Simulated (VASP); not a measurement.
# Si16N (a cell with a defect) in VASP: single point with PBEsol

Aim: the single point of Si16N (a cell with a defect) with PBEsol.

All numbers are computed with VASP 6.6.1; they aren't measurements. Logs are shortened: lines on timing, memory, paths and dates and some standing lists are left out, and cuts for length are marked.

## Step 1: The cell of the first run

The cell holds a defect, 17 atoms: a = 7.679 Å, b = 7.679 Å, c = 7.679 Å, α = 60.00°, β = 60.00°, γ = 60.00°.

## Step 2: Single point, PBEsol, collinear spin, ferromagnetic start

INCAR reads:

```
SYSTEM = Si16N
PREC = Accurate
ENCUT = 520
EDIFF = 1E-6
ISMEAR = 0
SIGMA = 0.02
LREAL = Auto
LASPH = .True.
NELM = 150
ALGO = Normal
ISIF = 2
LWAVE = .False.
LCHARG = .False.
ISPIN = 2
MAGMOM = 0 0 0 0 0 0 0 0 0 0 0 0 0 0 0 0 1
LORBIT = 11
GGA = PS
NBANDS = 52
```

KPOINTS reads:

```
Automatic mesh
0
Gamma
  2 2 2
  0 0 0
```

POSCAR reads:

```
Si16N
1.0
    0.0000000000      5.4300000000      5.4300000000
    5.4300000000      0.0000000000      5.4300000000
    5.4300000000      5.4300000000      0.0000000000
Si N
16 1
Direct
    0.0193351529     -0.0277243732     -0.0310658790
    0.1423849725      0.1030697243      0.0902720590
    0.0187965800     -0.0110990566      0.4656530415
    0.1393014514      0.1347485721      0.5683619773
    0.0219153032      0.4765382380     -0.0286791177
    0.1342830861      0.5750135211      0.1292099848
   -0.0472976489      0.5092867705      0.5972567661
    0.1692468924      0.6243354959      0.6044190489
    0.5157678755     -0.0103497216     -0.0140394951
    0.6463491560      0.1118730231      0.1082122088
    0.5085432457      0.0115913326      0.4817972056
    0.6459690642      0.1180845633      0.6118354529
    0.4991948156      0.4849867797      0.0187920715
    0.6485382791      0.6158418645      0.1123685665
    0.5415343878      0.4915653942      0.4864413017
    0.5907124797      0.6437935027      0.6522986148
    0.0462128568      0.4087042694      1.3981711326
```

Potentials or basis: VASP PAW PBE potentials, release 64 (Si, N).

Launch:

```
> cat potpaw_PBE.64/Si/POTCAR potpaw_PBE.64/N/POTCAR > POTCAR
> mpirun -np 1 vasp_std > vasp.out
```

OUTCAR:

```text
SYSTEM = Si16N
   PREC = Accurate
   ENCUT = 520
   EDIFF = 1E-6
   ISMEAR = 0
   LREAL = Auto
   LASPH = .True.
   NELM = 150
   ISIF = 2
   ISPIN = 2
   LORBIT = 11
   GGA = PS

 ion  position               nearest neighbor table
   1  0.019  0.972  0.969-  10 2.35   2 2.35   6 2.50   4 2.52
   2  0.142  0.103  0.090-   5 2.34   9 2.35   1 2.35   3 2.36
   3  0.019  0.989  0.466-   8 2.31   4 2.32  12 2.35   2 2.36
   4  0.139  0.135  0.568-  17 1.82   3 2.32  11 2.33   1 2.52   7 2.56
   5  0.022  0.477  0.971-   6 2.32   8 2.32   2 2.34  14 2.35   7 3.04
   6  0.134  0.575  0.129-  17 1.78  13 2.31   5 2.32   1 2.50   7 3.00
   7  0.953  0.509  0.597-  17 1.73   8 2.27  16 2.32   4 2.56   6 3.00   5 3.04
   8  0.169  0.624  0.604-   7 2.27   3 2.31   5 2.32  15 2.34
   9  0.516  0.990  0.986-  14 2.34  12 2.35   2 2.35  10 2.35
  10  0.646  0.112  0.108-   1 2.35  11 2.35  13 2.35   9 2.35
  11  0.509  0.012  0.482-  16 2.33   4 2.33  10 2.35  12 2.35
  12  0.646  0.118  0.612-   3 2.35  15 2.35   9 2.35  11 2.35
  13  0.499  0.485  0.019-   6 2.31  16 2.31  10 2.35  14 2.35
  14  0.649  0.616  0.112-   9 2.34  15 2.35   5 2.35  13 2.35
  15  0.542  0.492  0.486-   8 2.34  12 2.35  14 2.35  16 2.35
  16  0.591  0.644  0.652-  13 2.31   7 2.32  11 2.33  15 2.35
  17  0.046  0.409  0.398-   7 1.73   6 1.78   4 1.82

  LATTYP: Found a face centered cubic cell.
 ALAT       =    10.8600000000

  Lattice vectors:

 A1 = (   0.0000000000,   5.4300000000,   5.4300000000)
 A2 = (   5.4300000000,   0.0000000000,   5.4300000000)
 A3 = (   5.4300000000,   5.4300000000,   0.0000000000)

Analysis of symmetry for initial positions (statically):
=====================================================================
 Subroutine PRICEL returns:
 Original cell was already a primitive cell.

 Routine SETGRP: Setting up the symmetry group for a
 face centered cubic supercell.

 Subroutine GETGRP returns: Found  1 space group operations
 (whereof  1 operations were pure point group operations)
 out of a pool of 48 trial point group operations.

The static configuration has the point symmetry C_1 .

Analysis of symmetry for dynamics (positions and initial velocities):
=====================================================================
 Subroutine PRICEL returns:
 Original cell was already a primitive cell.

 Routine SETGRP: Setting up the symmetry group for a
 face centered cubic supercell.

 Subroutine GETGRP returns: Found  1 space group operations
 (whereof  1 operations were pure point group operations)
 out of a pool of 48 trial point group operations.

The dynamic configuration has the point symmetry C_1 .

Analysis of structural, dynamic, and magnetic symmetry:
=====================================================================
 Subroutine PRICEL returns:
 Original cell was already a primitive cell.

 Routine SETGRP: Setting up the symmetry group for a
 face centered cubic supercell.

 Subroutine GETGRP returns: Found  1 space group operations
 (whereof  1 operations were pure point group operations)
 out of a pool of 48 trial point group operations.

The overall configuration has the point symmetry C_1 .

 Subroutine INISYM returns: Found  1 space group operations
 (whereof  1 operations are pure point group operations),
 and found     1 'primitive' translations

----------------------------------------------------------------------------------------

                                     Primitive cell

  volume of cell :     320.2060

  direct lattice vectors                    reciprocal lattice vectors
     0.000000000  5.430000000  5.430000000    -0.092081031  0.092081031  0.092081031
     5.430000000  0.000000000  5.430000000     0.092081031 -0.092081031  0.092081031
     5.430000000  5.430000000  0.000000000     0.092081031  0.092081031 -0.092081031

  length of vectors
     7.679179644  7.679179644  7.679179644     0.159489025  0.159489025  0.159489025

  position of ions in fractional coordinates (direct lattice)
     0.019335153  0.972275627  0.968934121
     0.142384972  0.103069724  0.090272059
     0.018796580  0.988900943  0.465653041
     0.139301451  0.134748572  0.568361977
     0.021915303  0.476538238  0.971320882
     0.134283086  0.575013521  0.129209985
[... 9 lines left out ...]
     0.590712480  0.643793503  0.652298615
     0.046212857  0.408704269  0.398171133

  ion indices of the primitive-cell ions
   primitive index   ion index
                 1           1
                 2           2
                 3           3
                 4           4
                 5           5
                 6           6
[... 9 lines left out ...]
                16          16
                17          17

----------------------------------------------------------------------------------------

 KPOINTS: Automatic mesh

Automatic generation of k-mesh.
 Grid dimensions read from file:
 generate k-points for:    2    2    2

 Generating k-lattice:

  Cartesian coordinates                     Fractional coordinates (reciprocal lattice)
    -0.046040516  0.046040516  0.046040516     0.500000000  0.000000000  0.000000000
     0.046040516 -0.046040516  0.046040516     0.000000000  0.500000000  0.000000000
     0.046040516  0.046040516 -0.046040516     0.000000000  0.000000000  0.500000000

  Length of vectors
     0.079744512  0.079744512  0.079744512

  Shift w.r.t. Gamma in fractional coordinates (k-lattice)
     0.000000000  0.000000000  0.000000000

 Subroutine IBZKPT returns following result:
 ===========================================

 Found      8 irreducible k-points:

 Following reciprocal coordinates:
            Coordinates               Weight
  0.000000  0.000000  0.000000      1.000000
  0.500000  0.000000  0.000000      1.000000
  0.000000  0.500000  0.000000      1.000000
  0.000000  0.000000  0.500000      1.000000
  0.500000  0.500000  0.500000      1.000000
  0.500000  0.500000  0.000000      1.000000
  0.000000  0.500000  0.500000      1.000000
  0.500000  0.000000  0.500000      1.000000
   k-points           NKPTS =      8   k-points in BZ     NKDIM =      8   number of bands    NBANDS=     52
   number of dos      NEDOS =    301   number of ions     NIONS =     17
   total plane-waves  NPLWV = 216000
   dimension x,y,z NGX =    60 NGY =   60 NGZ =   60
   dimension x,y,z NGXF=   120 NGYF=  120 NGZF=  120
   ions per type =              16   1
   NGX,Y,Z   is equivalent  to a cutoff of  12.99, 12.99, 12.99 a.u.
   NGXF,Y,Z  is equivalent  to a cutoff of  25.98, 25.98, 25.98 a.u.
 SYSTEM =  Si16N
   PREC   = accura    normal or accurate (medium, high low for compatibility)
   ISTART =      0    job   : 0-new  1-cont  2-samecut
   ICHARG =      2    charge: 1-file 2-atom 10-const
   ISPIN  =      2    spin polarized calculation?
   LNONCOLLINEAR =      F non collinear calculations
   LSORBIT =      F    spin-orbit coupling
   LASPH  =      T    aspherical Exc in radial PAW
   ENCUT  =  520.0 eV  38.22 Ry    6.18 a.u.  14.28 14.28 14.28*2*pi/ulx,y,z
   NELM   =    150;   NELMIN=  2; NELMDL= -5     # of ELM steps
   EDIFF  = 0.1E-05   stopping-criterion for ELM
   LREAL  =      T    real-space projection
   EDIFFG = 0.1E-04   stopping-criterion for IOM
   NSW    =      0    number of steps for IOM
   IBRION =     -1    ionic relax: 0-MD 1-quasi-New 2-CG
   NFREE  =      0    steps in history (QN), initial steepest desc. (CG)
   ISIF   =      2    stress and relaxation
   ISYM   =      2    0-nonsym 1-usesym 2-fastsym
   POTIM  = 0.5000    time-step for ionic-motion
   TEBEG  =    0.0;   TEEND  =   0.0 temperature during run
   PSTRESS=    0.0 pullay stress
   NELECT =      69.0000    total number of electrons
   NUPDOWN=      -1.0000    fix difference up-down
   EMIN   =  10.00;   EMAX   =-10.00  energy-range for DOS
   EFERMI =   0.00;   METHOD = LEGACY
   ISMEAR =     0;   SIGMA  =   0.02  broadening in eV -4-tet -1-fermi 0-gaus
   EFERMI_NEDOS =   21; number of points for ismear=-14 and -15
   IALGO  =     38    algorithm
   IMIX   =      4    mixing-type and parameters
     AMIX     =   0.40;   BMIX     =  1.00
     AMIX_MAG =   1.60;   BMIX_MAG =  1.00
  volume/ion in A,a.u.               =      18.84       127.11
  Fermi-wavevector in a.u.,A,eV,Ry     =   0.981480  1.854728 13.106528  0.963303
  Thomas-Fermi vector in A             =   2.112490
   LORBIT       =     11    0 simple, 1 ext, 2 COOP (PROOUT), +10 PAW based schemes
   GGA     = PS    functional components
   LHFCALC =     F    Hartree Fock is set to
   AEXX    =    0.0000 exact exchange contribution
   IVDW    =     0    specifies the selected vdW correction
   LEPSILON=     F    determine dielectric tensor
   LRPA    =     F    only Hartree local field effects (RPA)
 spin polarized calculation
 Gauss-broadening in eV      SIGMA  =   0.02
  energy-cutoff  :      520.00
  volume of cell :      320.21
 maximum number of plane-waves:      8646
 NGX is ok and might be reduce to    60
   NGX = 29   NGY = 29   NGZ = 29

 number of electron      69.0000000 magnetization       0.0000086

 number of electron      69.0000000 magnetization      -0.0000208

 Free energy of the ion-electron system (eV)
  ---------------------------------------------------
  ext. energy  EPLUGINS =         0.00000000
  ---------------------------------------------------
  free energy    TOTEN  =       -98.08868456 eV

  energy without entropy =      -98.08834934  energy(sigma->0) =      -98.08851695

 E-fermi :   6.1738     XC(G=0):  -9.6990

 val. band max:        6.1442901516   @ k =   0.0000   0.0000   0.0000
 cond. band min:       6.2062646375   @ k =   0.0000   0.0000   0.5000
 fundamental gap:      0.0619744859
 Fermi energy:         6.1737967550

 spin component 1

 k-point     1 :       0.0000    0.0000    0.0000
  band No.  band energies     occupation
      1     -10.5118      1.00000
      2      -5.7721      1.00000
      3      -4.0921      1.00000
      4      -3.8208      1.00000
      5      -3.7873      1.00000
      6      -3.1499      1.00000
[... 38 lines left out ...]
     45       8.2605      0.00000
     46       8.4247      0.00000
[... 301 lines left out ...]
      5      -4.1813      1.00000
      6      -3.9821      1.00000
[... 38 lines left out ...]
     45       9.9144      0.00000
     46      10.1515      0.00000
 Fermi energy:         6.1737967550

 spin component 2

 k-point     1 :       0.0000    0.0000    0.0000
  band No.  band energies     occupation
      1     -10.5117      1.00000
      2      -5.7721      1.00000
      3      -4.0921      1.00000
      4      -3.8208      1.00000
      5      -3.7873      1.00000
      6      -3.1499      1.00000
[... 38 lines left out ...]
     45       8.2605      0.00000
     46       8.4247      0.00000
[... 301 lines left out ...]
      5      -4.1813      1.00000
      6      -3.9821      1.00000
[... 38 lines left out ...]
     45       9.9144      0.00000
     46      10.1515      0.00000
 [bands above 46 left out]

------------------------ aborting loop because EDIFF is reached ----------------------------------------

  FORCE on cell =-STRESS in cart. coord.  units (eV):
  Direction    XX          YY          ZZ          XY          YZ          ZX
  --------------------------------------------------------------------------------------
  -------------------------------------------------------------------------------------
  Total        6.6840836      0.3201814      2.4055745     -0.1219348      3.4268366     -0.8472085
  in kB       33.4443663      1.6020543     12.0364912     -0.6101110     17.1464607     -4.2390778
  external PRESSURE =      15.6943039 kB  Pullay stress =       0.0000000 kB

 VOLUME and BASIS-vectors are now :
 -----------------------------------------------------------------------------
  energy-cutoff  :      520.00
  volume of cell :      320.21
      direct lattice vectors                 reciprocal lattice vectors
     0.000000000  5.430000000  5.430000000    -0.092081031  0.092081031  0.092081031
     5.430000000  0.000000000  5.430000000     0.092081031 -0.092081031  0.092081031
     5.430000000  5.430000000  0.000000000     0.092081031  0.092081031 -0.092081031

 POSITION                                       TOTAL-FORCE (eV/Angst)
 -----------------------------------------------------------------------------------
     10.54077      5.36630      5.38445        -0.003997     -0.014275     -0.009841
      1.04985      1.26333      1.33282         0.008102      0.003636     -0.000672
      7.89823      2.63056      5.47180         0.003600      0.007731     -0.003528
      3.81789      3.84261      1.48809        -0.014576      0.016516     -0.006107
      7.86188      5.39327      2.70660        -0.008411     -0.010246      0.002029
      3.82393      1.43077      3.85148         0.001522      0.009405     -0.002955
[... 9 lines left out ...]
      7.03778      6.74955      6.70337         0.002072     -0.007890     -0.002327
      4.38133      2.41301      2.47020        -0.012303     -0.027911      0.024455
 -----------------------------------------------------------------------------------
    total drift:                               -0.002681      0.003776      0.000380

  FREE ENERGIE OF THE ION-ELECTRON SYSTEM (eV)
  ---------------------------------------------------
  free  energy   TOTEN  =       -98.0886845554 eV

  energy  without entropy=      -98.0883493377  energy(sigma->0) =      -98.08851695

 total charge

# of ion       s       p       d       tot
------------------------------------------
    1        0.759   0.875   0.000   1.633
    2        0.742   0.949   0.000   1.691
    3        0.752   0.952   0.000   1.705
    4        0.737   0.894   0.000   1.630
    5        0.748   0.953   0.000   1.701
    6        0.750   0.901   0.000   1.651
[... 9 lines left out ...]
   16        0.757   0.953   0.000   1.710
   17        1.251   2.571   0.000   3.822
--------------------------------------------------
tot         13.234  17.584   0.000  30.818

 magnetization (x)

# of ion       s       p       d       tot
------------------------------------------
    1       -0.000   0.000   0.000   0.000
    2       -0.000  -0.000   0.000  -0.000
    3        0.000   0.000   0.000   0.000
    4       -0.000  -0.000   0.000  -0.000
    5        0.000   0.000   0.000   0.000
    6       -0.000  -0.000   0.000  -0.000
[... 9 lines left out ...]
   16       -0.000  -0.000   0.000  -0.000
   17        0.000   0.000   0.000   0.000
--------------------------------------------------
tot         -0.000   0.000   0.000   0.000
```

Run time: 8.7 min. Hardware: 1 thread of Intel Xeon Platinum 8375C at 2.90GHz (Ice Lake), shared host; peak memory 0.71 GiB.

What came out:

```
Free energy                                           : -98.0887 eV
Pressure                                              : 1.6 GPa
Largest force                                         : 0.039 eV/Å
Net moment                                            : 0.00 μB per cell
Valence electrons inside the program's atomic spheres : Si 1.63, 1.69, 1.71, 1.70, 1.65, 1.68, 1.73; N 3.82
```

Forces in eV/Å, atoms in the order of the input:
```
Si  -0.004 -0.014 -0.010
Si   0.008  0.004 -0.001
Si   0.004  0.008 -0.004
Si  -0.015  0.017 -0.006
Si  -0.008 -0.010  0.002
Si   0.002  0.009 -0.003
Si   0.026  0.010 -0.001
Si  -0.005  0.003  0.000
Si  -0.001  0.003  0.006
Si   0.007  0.005 -0.002
Si   0.003  0.003 -0.002
Si  -0.004 -0.006  0.001
Si  -0.004  0.001 -0.002
Si   0.000  0.002 -0.003
Si   0.002  0.002  0.002
Si   0.002 -0.008 -0.002
N   -0.012 -0.028  0.024
```

Stress tensor (GPa, compression positive):
```
 3.34 -0.06 -0.42
-0.06  0.16  1.71
-0.42  1.71  1.20
```

Levels at points of the mesh, in eV from the Fermi level:
Spin up:
```tsv
k point	band 32	band 33	band 34	band 35	band 36	band 37
(0.00, 0.00, 0.00)	-0.79	-0.49	-0.40	-0.32	-0.03	0.39
(0.50, 0.00, 0.00)	-1.10	-1.04	-0.77	-0.20	0.87	0.93
(0.00, 0.50, 0.00)	-1.17	-1.02	-0.70	0.29	0.87	1.09
(0.00, 0.00, 0.50)	-1.16	-0.89	-0.59	0.03	0.76	1.05
(0.50, 0.50, 0.50)	-1.17	-1.08	-0.86	0.03	0.78	1.10
(0.50, 0.50, 0.00)	-1.57	-1.53	-1.04	0.49	0.96	1.34
(0.00, 0.50, 0.50)	-1.61	-1.60	-0.37	-0.23	0.80	1.16
(0.50, 0.00, 0.50)	-1.55	-1.39	-1.13	0.24	1.00	1.34
```
Spin down:
| k point | band 32 | band 33 | band 34 | band 35 | band 36 | band 37 |
| --- | --- | --- | --- | --- | --- | --- |
| (0.00, 0.00, 0.00) | -0.79 | -0.49 | -0.40 | -0.32 | -0.03 | 0.39 |
| (0.50, 0.00, 0.00) | -1.10 | -1.04 | -0.77 | -0.20 | 0.87 | 0.93 |
| (0.00, 0.50, 0.00) | -1.17 | -1.02 | -0.70 | 0.29 | 0.87 | 1.09 |
| (0.00, 0.00, 0.50) | -1.16 | -0.89 | -0.59 | 0.03 | 0.76 | 1.05 |
| (0.50, 0.50, 0.50) | -1.17 | -1.08 | -0.86 | 0.03 | 0.78 | 1.10 |
| (0.50, 0.50, 0.00) | -1.57 | -1.54 | -1.04 | 0.49 | 0.96 | 1.34 |
| (0.00, 0.50, 0.50) | -1.61 | -1.60 | -0.37 | -0.23 | 0.80 | 1.16 |
| (0.50, 0.00, 0.50) | -1.55 | -1.39 | -1.13 | 0.24 | 1.00 | 1.34 |

Caveat: the k points lie up to 0.50 Å⁻¹ apart; the PAW data sets were made with another functional, which shifts forces and pressure a little.
